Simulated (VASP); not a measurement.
A run of VASP 6.6.1 is set up as follows.

File INCAR:

```
SYSTEM = Sn2H3
PREC = Accurate ; ENCUT = 520
EDIFF = 1E-6 ; ISMEAR = 0
SIGMA = 0.05 ; LREAL = Auto
LASPH = .True. ; NELM = 100
ALGO = Normal ; ISIF = 2
LWAVE = .False. ; LCHARG = .False.
GGA = PE ; NBANDS = 114
NCORE = 4
```

File KPOINTS:

```
Automatic mesh
0
Gamma
  1 1 5
  0 0 0
```

File POSCAR:

```
Sn2H3
1.0
   17.7000000000      0.0000000000      0.0000000000
    0.0000000000     16.8000000000      0.0000000000
    0.0000000000      0.0000000000     11.5261910506
Sn H
12 18
Direct
    0.5767443301      0.5000000000      0.1666666667
    0.4232556699      0.5000000000      0.7500000000
    0.4232556699      0.5000000000      0.5000000000
    0.5767443301      0.5000000000      0.4166666667
    0.3465113399      0.3599539348      0.1666666667
    0.6534886601      0.3599539348      0.5000000000
    0.5000000000      0.6400460652      0.8333333333
    0.5000000000      0.3599539348      0.0833333333
    0.5000000000      0.3599539348      0.8333333333
    0.5000000000      0.6400460652      0.0833333333
    0.3465113399      0.3599539348      0.4166666667
    0.6534886601      0.3599539348      0.7500000000
    0.6683619318      0.5000000000      0.1169248803
    0.3316380682      0.5000000000      0.7997417864
    0.3774468690      0.5835936976      0.4502582136
    0.6225531310      0.5835936976      0.4664084531
    0.3007025390      0.2763602372      0.1169248803
    0.3007025390      0.4435476323      0.1169248803
    0.6076798592      0.2763602372      0.4502582136
    0.7451062619      0.3599539348      0.4502582136
    0.4541911991      0.7236397628      0.7835915469
    0.5916176018      0.6400460652      0.7835915469
    0.5458088009      0.2763602372      0.1330751197
    0.4541911991      0.2763602372      0.7835915469
    0.5458088009      0.7236397628      0.1330751197
    0.4083823982      0.6400460652      0.1330751197
    0.3923201408      0.2763602372      0.4664084531
    0.2548937381      0.3599539348      0.4664084531
    0.6992974610      0.2763602372      0.7997417864
    0.6992974610      0.4435476323      0.7997417864
```

Potentials or basis: VASP PAW PBE potentials, release 64 (Sn_d, H).

The run is started by

```bash
$ cat potpaw_PBE.64/Sn_d/POTCAR potpaw_PBE.64/H/POTCAR > POTCAR
$ mpirun -np 4 vasp_std > vasp.out
```

(1) Estimate the largest force.

(2) What does it give for the band gap on the k mesh?

## Answers

(1) 0.646 eV/Å.

(2) 2.36 eV.

Caveat: spin-orbit coupling is left out, which moves the levels of the heavy elements.
